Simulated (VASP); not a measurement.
Runs of VASP 6.6.1 on In. The structure is that of space group Fm-3m (No. 225), or close to it. The cells are those of the table. 

```tsv
task	cell	k mesh	cutoff (eV)	gap on the mesh (eV)	pressure (GPa)
single point	a = 3.305 Å, angles 60.0°, 1 atom	19 × 19 × 19	520	none	0.0
single point	a = 3.305 Å, angles 60.0°, 1 atom	13 × 13 × 13	520	none	0.1
single point	a = 3.391 Å, angles 60.0°, 1 atom	13 × 13 × 13	520	none	-2.8
relaxation of cell and atoms	relaxed from a = 3.331 Å, angles 60.0°, 1 atom	12 × 12 × 12	600	none	0.0
single point	a = 3.261 Å, angles 60.0°, 1 atom	13 × 13 × 13	520	none	(a)
single point	a = 3.305 Å, angles 60.0°, 1 atom	12 × 12 × 12	520	none	0.0
single point	a = 3.433 Å, angles 60.0°, 1 atom	13 × 13 × 13	520	none	(b)
single point	a = 3.215 Å, angles 60.0°, 1 atom	13 × 13 × 13	520	none	4.8
```

Alike in all rows: level PBEsol; potentials or basis VASP PAW PBE potentials, release 64 (In_d); no spin polarisation; smearing fermi-dirac 0.1 eV.

Question: Estimate the missing entries.

Answer: (a) 2.1; (b) -3.8.

Caveats: the PAW data sets were made with another functional, which shifts forces and pressure a little; spin-orbit coupling is left out, which moves the levels of the heavy elements.

A k mesh can miss the band edges, and the runs leave out spin-orbit coupling on In.

A gap of «none» marks levels without a gap at the run's occupations.
